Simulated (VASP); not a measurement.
A run of VASP 6.6.1 is set up as follows.

File INCAR:

```
PREC = Accurate
ENCUT = 520
EDIFF = 1E-6
ISMEAR = -1
SIGMA = 0.06122561905347299
LREAL = F
LASPH = T
NELM = 100
ALGO = Normal
ISIF = 2
LWAVE = F
LCHARG = F
GGA = PE
NBANDS = 16
```

KPOINTS

```
regular mesh
0
Gamma
  23 23 23
```

POSCAR

```
MnO
1.0
    0.0000000000      2.0524696328      2.0524696328
    2.0524696328      0.0000000000      2.0524696328
    2.0524696328      2.0524696328      0.0000000000
Mn O
1 1
Direct
    0.0000000000      0.0000000000      0.0000000000
    0.5000000000      0.5000000000      0.5000000000
```

Potentials or basis: VASP PAW PBE potentials, release 64 (Mn_pv, O).

Launch:

```bash
$ cat potpaw_PBE.64/Mn_pv/POTCAR potpaw_PBE.64/O/POTCAR > POTCAR
$ mpirun -np 1 vasp_std > vasp.out
```

(1) Estimate the pressure.

(2) What does it give for the band gap on the k mesh?

Results:

(1) 0.9 GPa.

(2) zero (an odd number of electrons rules out a gap without spin polarisation).

Caveat: an odd number of electrons without spin polarisation forces a metal; a magnetic or distorted state may lie lower; the run has no spin polarisation, though such a crystal can be magnetic; semilocal functionals often make such compounds metallic where correlation or magnetic order opens a gap, which also shifts bond lengths.
